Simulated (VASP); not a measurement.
# SrAs2Ru2 (lda) (I4/mmm) in VASP: density of states with LDA

Aim: the density of states of SrAs2Ru2 (lda) with LDA.

Program: VASP 6.6.1. These are calculated values, not measurements. Logs are shortened: lines on timing, memory, paths and dates and some standing lists are left out, and cuts for length are marked.

### Step 1. The cell of the first run

The structure is tetragonal, space group I4/mmm (No. 139). Conventional cell: a = 4.142 Å, b = 4.142 Å, c = 10.757 Å, α = 90.00°, β = 90.00°, γ = 90.00°. Sr (site symmetry 4/mmm) has 10 As at 3.28 to 3.89 Å and 8 Ru at 3.39 Å and 4 Sr at 4.14 Å within 4.3 Å. Within 3.2 Å of As (site symmetry 4mm) lie 4 Ru at 2.40 Å and 1 As at 2.97 Å. Ru (site symmetry -4m2) has 4 As at 2.40 Å and 4 Ru at 2.93 Å within 3.2 Å.

### Step 2. Density of states, LDA

Input file POSCAR:

```
SrAs2Ru2
1.0
   -2.0711264202      2.0711264202      5.3782547958
    2.0711264202     -2.0711264202      5.3782547958
    2.0711264202      2.0711264202     -5.3782547958
Sr As Ru
1 2 2
Direct
    0.0000000000      0.0000000000      0.0000000000
    0.6381214076      0.6381214076      0.0000000000
    0.3618785924      0.3618785924      0.0000000000
    0.2500000000      0.7500000000      0.5000000000
    0.7500000000      0.2500000000      0.5000000000
```

Input file INCAR.step1:

```
SYSTEM = SrAs2Ru2
PREC = Accurate ; ENCUT = 520
EDIFF = 1E-7 ; ISMEAR = 0
SIGMA = 0.1 ; LREAL = .False.
LASPH = .True. ; NELM = 100
ALGO = Normal ; ISIF = 2
LWAVE = .False. ; LCHARG = .True.
LMAXMIX = 4 ; GGA = CA
NBANDS = 32
```

Input file KPOINTS.step1:

```
Automatic mesh
0
Gamma
  12 12 12
  0 0 0
```

Input file INCAR.step2:

```
SYSTEM = SrAs2Ru2
PREC = Accurate ; ENCUT = 520
EDIFF = 1E-7 ; ISMEAR = -5
SIGMA = 0.1 ; LREAL = .False.
LASPH = .True. ; NELM = 100
ALGO = Normal ; ISIF = 2
LWAVE = .False. ; LCHARG = .False.
LMAXMIX = 4 ; GGA = CA
LORBIT = 11 ; NBANDS = 32
NEDOS = 2001 ; ICHARG = 11
```

Input file KPOINTS.step2:

```
Automatic mesh
0
Gamma
  18 18 18
  0 0 0
```

Potentials or basis: VASP PAW LDA potentials, release 64 (Sr_sv, As, Ru_pv).

Run with:

```
$ cat potpaw_LDA.64/Sr_sv/POTCAR potpaw_LDA.64/As/POTCAR potpaw_LDA.64/Ru_pv/POTCAR > POTCAR
$ cp INCAR.step1 INCAR
$ cp KPOINTS.step1 KPOINTS
$ mpirun -np 1 vasp_std > vasp.out
$ cp INCAR.step2 INCAR
$ cp KPOINTS.step2 KPOINTS
$ mpirun -np 1 vasp_std > vasp.out
```

OUTCAR:

```text
SYSTEM = SrAs2Ru2
   PREC = Accurate
   ENCUT = 520
   EDIFF = 1E-7
   ISMEAR = -5
   LREAL = .False.
   LASPH = .True.
   NELM = 100
   ISIF = 2
   GGA = CA
   LORBIT = 11
   ICHARG = 11

 ion  position               nearest neighbor table
   1  0.000  0.000  0.000-   2 3.28   2 3.28   2 3.28   3 3.28   2 3.28   3 3.28   3 3.28   3 3.28
                             5 3.39   4 3.39   4 3.39   5 3.39   4 3.39   4 3.39   5 3.39   5 3.39
   2  0.638  0.638  0.000-   4 2.40   5 2.40   4 2.40   5 2.40   1 3.28   1 3.28   1 3.28   1 3.28
                             1 3.89
   3  0.362  0.362  0.000-   4 2.40   5 2.40   4 2.40   5 2.40   1 3.28   1 3.28   1 3.28   1 3.28
                             1 3.89
   4  0.250  0.750  0.500-   3 2.40   2 2.40   3 2.40   2 2.40   5 2.93   5 2.93   5 2.93   5 2.93
                             1 3.39   1 3.39   1 3.39   1 3.39
   5  0.750  0.250  0.500-   3 2.40   2 2.40   3 2.40   2 2.40   4 2.93   4 2.93   4 2.93   4 2.93
                             1 3.39   1 3.39   1 3.39   1 3.39

  LATTYP: Found a body centered tetragonal cell.
 ALAT       =     4.1422528404
 C/A-ratio  =     2.5967776488

  Lattice vectors:

 A1 = (  -2.0711264202,   2.0711264202,   5.3782547958)
 A2 = (   2.0711264202,  -2.0711264202,   5.3782547958)
 A3 = (   2.0711264202,   2.0711264202,  -5.3782547958)

Analysis of symmetry for initial positions (statically):
=====================================================================
 Subroutine PRICEL returns:
 Original cell was already a primitive cell.

 Routine SETGRP: Setting up the symmetry group for a
 body centered tetragonal supercell.

 Subroutine GETGRP returns: Found 16 space group operations
 (whereof 16 operations were pure point group operations)
 out of a pool of 16 trial point group operations.

The static configuration has the point symmetry D_4h.

Analysis of symmetry for dynamics (positions and initial velocities):
=====================================================================
 Subroutine PRICEL returns:
 Original cell was already a primitive cell.

 Routine SETGRP: Setting up the symmetry group for a
 body centered tetragonal supercell.

 Subroutine GETGRP returns: Found 16 space group operations
 (whereof 16 operations were pure point group operations)
 out of a pool of 16 trial point group operations.

The dynamic configuration has the point symmetry D_4h.

 Subroutine INISYM returns: Found 16 space group operations
 (whereof 16 operations are pure point group operations),
 and found     1 'primitive' translations

----------------------------------------------------------------------------------------

                                     Primitive cell

  volume of cell :      92.2815

  direct lattice vectors                    reciprocal lattice vectors
    -2.071126420  2.071126420  5.378254796     0.000000000  0.241414525  0.092966960
     2.071126420 -2.071126420  5.378254796     0.241414525  0.000000000  0.092966960
     2.071126420  2.071126420 -5.378254796     0.241414525  0.241414525  0.000000000

  length of vectors
     6.124112503  6.124112503  6.124112503     0.258696402  0.258696402  0.341411695

  position of ions in fractional coordinates (direct lattice)
     0.000000000  0.000000000  0.000000000
     0.638121408  0.638121408  0.000000000
     0.361878592  0.361878592  0.000000000
     0.250000000  0.750000000  0.500000000
     0.750000000  0.250000000  0.500000000

  ion indices of the primitive-cell ions
   primitive index   ion index
                 1           1
                 2           2
                 3           3
                 4           4
                 5           5

----------------------------------------------------------------------------------------

 KPOINTS: Automatic mesh

Automatic generation of k-mesh.
 Grid dimensions read from file:
 generate k-points for:   18   18   18

 Generating k-lattice:

  Cartesian coordinates                     Fractional coordinates (reciprocal lattice)
     0.000000000  0.013411918  0.005164831     0.055555556  0.000000000 -0.000000000
     0.013411918  0.000000000  0.005164831     0.000000000  0.055555556 -0.000000000
     0.013411918  0.013411918  0.000000000     0.000000000  0.000000000  0.055555556

  Length of vectors
     0.014372022  0.014372022  0.018967316

  Shift w.r.t. Gamma in fractional coordinates (k-lattice)
     0.000000000  0.000000000  0.000000000

 TETIRR: Found   7414 inequivalent tetrahedra from    34992

 Subroutine IBZKPT returns following result:
 ===========================================

 Found    480 irreducible k-points:

 Following reciprocal coordinates:
            Coordinates               Weight
  0.000000  0.000000  0.000000      1.000000
  0.055556 -0.000000  0.000000      8.000000
  0.111111 -0.000000  0.000000      8.000000
  0.166667  0.000000  0.000000      8.000000
  0.222222  0.000000 -0.000000      8.000000
  0.277778  0.000000 -0.000000      8.000000
[... 16 lines left out ...]
 -0.277778  0.055556  0.000000     16.000000
 -0.222222  0.055556  0.000000     16.000000
 [... further k-points ...]
   k-points           NKPTS =    480   k-points in BZ     NKDIM =    480   number of bands    NBANDS=     32
   number of dos      NEDOS =   2001   number of ions     NIONS =      5
   total plane-waves  NPLWV = 110592
   dimension x,y,z NGX =    48 NGY =   48 NGZ =   48
   dimension x,y,z NGXF=    96 NGYF=   96 NGZF=   96
   ions per type =               1   2   2
   NGX,Y,Z   is equivalent  to a cutoff of  13.03, 13.03, 13.03 a.u.
   NGXF,Y,Z  is equivalent  to a cutoff of  26.06, 26.06, 26.06 a.u.
 SYSTEM =  SrAs2Ru2
   PREC   = accura    normal or accurate (medium, high low for compatibility)
   ISTART =      0    job   : 0-new  1-cont  2-samecut
   ICHARG =     11    charge: 1-file 2-atom 10-const
   ISPIN  =      1    spin polarized calculation?
   LNONCOLLINEAR =      F non collinear calculations
   LSORBIT =      F    spin-orbit coupling
   LASPH  =      T    aspherical Exc in radial PAW
   ENCUT  =  520.0 eV  38.22 Ry    6.18 a.u.  11.39 11.39 11.39*2*pi/ulx,y,z
   NELM   =    100;   NELMIN=  2; NELMDL=  0     # of ELM steps
   EDIFF  = 0.1E-06   stopping-criterion for ELM
   LREAL  =      F    real-space projection
   EDIFFG = 0.1E-05   stopping-criterion for IOM
   NSW    =      0    number of steps for IOM
   IBRION =     -1    ionic relax: 0-MD 1-quasi-New 2-CG
   NFREE  =      0    steps in history (QN), initial steepest desc. (CG)
   ISIF   =      2    stress and relaxation
   ISYM   =      2    0-nonsym 1-usesym 2-fastsym
   POTIM  = 0.5000    time-step for ionic-motion
   TEBEG  =    0.0;   TEEND  =   0.0 temperature during run
   PSTRESS=    0.0 pullay stress
   NELECT =      48.0000    total number of electrons
   NUPDOWN=      -1.0000    fix difference up-down
   EMIN   =  10.00;   EMAX   =-10.00  energy-range for DOS
   EFERMI =   0.00;   METHOD = LEGACY
   ISMEAR =    -5;   SIGMA  =   0.10  broadening in eV -4-tet -1-fermi 0-gaus
   EFERMI_NEDOS =   21; number of points for ismear=-14 and -15
   IALGO  =     38    algorithm
   IMIX   =      4    mixing-type and parameters
     AMIX     =   0.40;   BMIX     =  1.00
     AMIX_MAG =   1.60;   BMIX_MAG =  1.00
  volume/ion in A,a.u.               =      18.46       124.55
  Fermi-wavevector in a.u.,A,eV,Ry     =   1.316589  2.487993 23.584446  1.733408
  Thomas-Fermi vector in A             =   2.446691
   LORBIT       =     11    0 simple, 1 ext, 2 COOP (PROOUT), +10 PAW based schemes
   GGA     = CA    functional components
   LHFCALC =     F    Hartree Fock is set to
   AEXX    =    0.0000 exact exchange contribution
   IVDW    =     0    specifies the selected vdW correction
   LEPSILON=     F    determine dielectric tensor
   LRPA    =     F    only Hartree local field effects (RPA)
 non-spin polarized calculation
 Fermi weights with tetrahedron method with Bloechl corrections
  energy-cutoff  :      520.00
  volume of cell :       92.28
 maximum number of plane-waves:      2512
 NGX is ok and might be reduce to    48

 number of electron      48.0000001 magnetization

 Free energy of the ion-electron system (eV)
  ---------------------------------------------------
  ext. energy  EPLUGINS =         0.00000000
  ---------------------------------------------------
  free energy    TOTEN  =       -37.53156943 eV

  energy without entropy =      -37.53156943  energy(sigma->0) =      -37.53156943

 E-fermi :   7.6671     XC(G=0): -11.5655

 val. band max:        7.6903007741   @ k =  -0.4444  -0.4444   0.0556
 cond. band min:       7.6282629784   @ k =   0.4444   0.4444   0.0000
 fundamental gap:     -0.0620377956
 Fermi energy:         7.6671040123

 k-point     1 :       0.0000    0.0000    0.0000
  band No.  band energies     occupation
      1     -34.8464      2.00000
      2     -34.8464      2.00000
      3     -34.6136      2.00000
      4     -34.6136      2.00000
      5     -34.5499      2.00000
      6     -34.4869      2.00000
[... 24 lines left out ...]
     31      12.5919      0.00000
     32      12.7818      0.00000

 k-point     2 :       0.0556   -0.0000    0.0000
  band No.  band energies     occupation
      1     -34.8449      2.00000
      2     -34.8446      2.00000
      3     -34.6156      2.00000
      4     -34.6154      2.00000
      5     -34.5494      2.00000
      6     -34.4874      2.00000
[... 24 lines left out ...]
     31      12.6198      0.00000
     32      12.7752      0.00000

 k-point     3 :       0.1111   -0.0000    0.0000
  band No.  band energies     occupation
      1     -34.8405      2.00000
      2     -34.8394      2.00000
      3     -34.6218      2.00000
      4     -34.6207      2.00000
      5     -34.5479      2.00000
      6     -34.4888      2.00000
[... 24 lines left out ...]
     31      12.5453      0.00000
     32      12.8677      0.00000

 k-point     4 :       0.1667    0.0000    0.0000
  band No.  band energies     occupation
      1     -34.8332      2.00000
      2     -34.8309      2.00000
      3     -34.6317      2.00000
      4     -34.6293      2.00000
      5     -34.5455      2.00000
      6     -34.4911      2.00000
[... 24 lines left out ...]
     31      12.6479      0.00000
     32      12.8998      0.00000

 k-point     5 :       0.2222    0.0000   -0.0000
  band No.  band energies     occupation
      1     -34.8231      2.00000
      2     -34.8194      2.00000
      3     -34.6449      2.00000
      4     -34.6411      2.00000
      5     -34.5423      2.00000
      6     -34.4941      2.00000
[... 584 lines left out ...]
     31      12.3541      0.00000
     32      12.5536      0.00000

 k-point    22 :      -0.3333    0.0556    0.0000
  band No.  band energies     occupation
      1     -34.8139      2.00000
      2     -34.7686      2.00000
      3     -34.6997      2.00000
      4     -34.6537      2.00000
      5     -34.5336      2.00000
      6     -34.5026      2.00000
[... 24 lines left out ...]
     31      12.2070      0.00000
     32      12.8742      0.00000

 k-point    23 :      -0.2778    0.0556    0.0000
  band No.  band energies     occupation
      1     -34.8268      2.00000
      2     -34.7868      2.00000
      3     -34.6799      2.00000
      4     -34.6392      2.00000
      5     -34.5381      2.00000
      6     -34.4983      2.00000
[... 24 lines left out ...]
     31      12.1252      0.00000
     32      13.0299      0.00000

 k-point    24 :      -0.2222    0.0556    0.0000
  band No.  band energies     occupation
      1     -34.8367      2.00000
      2     -34.8034      2.00000
      3     -34.6616      2.00000
      4     -34.6274      2.00000
      5     -34.5419      2.00000
      6     -34.4945      2.00000
[... 24 lines left out ...]
     31      12.3396      0.00000
     32      13.0186      0.00000

 [... further k-points ...]

------------------------ aborting loop because EDIFF is reached ----------------------------------------

  FORCE on cell =-STRESS in cart. coord.  units (eV):
  Direction    XX          YY          ZZ          XY          YZ          ZX
  --------------------------------------------------------------------------------------
  -------------------------------------------------------------------------------------
  Total        0.5200395      0.5200395      0.2739002      0.0000000     -0.0000000      0.0000000
  in kB        9.0288484      9.0288484      4.7554135      0.0000000     -0.0000000      0.0000000
  external PRESSURE =       7.6043701 kB  Pullay stress =       0.0000000 kB

 VOLUME and BASIS-vectors are now :
 -----------------------------------------------------------------------------
  energy-cutoff  :      520.00
  volume of cell :       92.28
      direct lattice vectors                 reciprocal lattice vectors
    -2.071126420  2.071126420  5.378254796     0.000000000  0.241414525  0.092966960
     2.071126420 -2.071126420  5.378254796     0.241414525  0.000000000  0.092966960
     2.071126420  2.071126420 -5.378254796     0.241414525  0.241414525  0.000000000

 POSITION                                       TOTAL-FORCE (eV/Angst)
 -----------------------------------------------------------------------------------
      0.00000      0.00000      0.00000         0.000000      0.000000      0.000000
      0.00000      0.00000      6.86396        -0.000000     -0.000000     -0.067748
      0.00000      0.00000      3.89255         0.000000      0.000000      0.067748
      2.07113      0.00000      2.68913         0.000000      0.000000      0.000000
      0.00000      2.07113      2.68913         0.000000      0.000000      0.000000
 -----------------------------------------------------------------------------------
    total drift:                                0.000000     -0.000000      0.000000

  FREE ENERGIE OF THE ION-ELECTRON SYSTEM (eV)
  ---------------------------------------------------
  free  energy   TOTEN  =       -37.5315694307 eV

  energy  without entropy=      -37.5315694307  energy(sigma->0) =      -37.53156943

 total charge

# of ion       s       p       d       tot
------------------------------------------
    1        2.014   5.774   0.262   8.051
    2        1.215   1.559   0.118   2.892
    3        1.215   1.559   0.118   2.892
    4        0.322   6.256   6.257  12.836
    5        0.322   6.256   6.257  12.836
--------------------------------------------------
tot          5.090  21.406  13.012  39.508
```

Wall time 31 min (1 thread of AMD EPYC 9R45 (Zen 5), shared host); peak memory 1.3 GiB.

Results:

| Quantity | Value |
| --- | --- |
| Valence electrons inside the program's atomic spheres | Sr 8.05; As 2.89; Ru 12.84 |

Levels at points of the mesh, in eV from the Fermi level:
```tsv
k point	band 21	band 22	band 23	band 24	band 25	band 26	band 27	band 28
(0.00, 0.00, 0.00)	-1.13	-0.42	-0.41	-0.41	0.60	1.00	2.25	2.58
(0.50, 0.00, 0.00)	-2.14	-2.09	-1.48	-0.94	0.92	1.58	2.04	2.86
(0.50, 0.50, 0.00)	-2.51	-1.01	-0.93	-0.87	-0.85	-0.06	1.17	1.35
(0.50, 0.50, 0.50)	-0.41	-0.04	-0.04	0.21	1.00	1.05	2.36	3.41
```

Caveat: tetrahedron occupations give inexact forces and stress in metals.
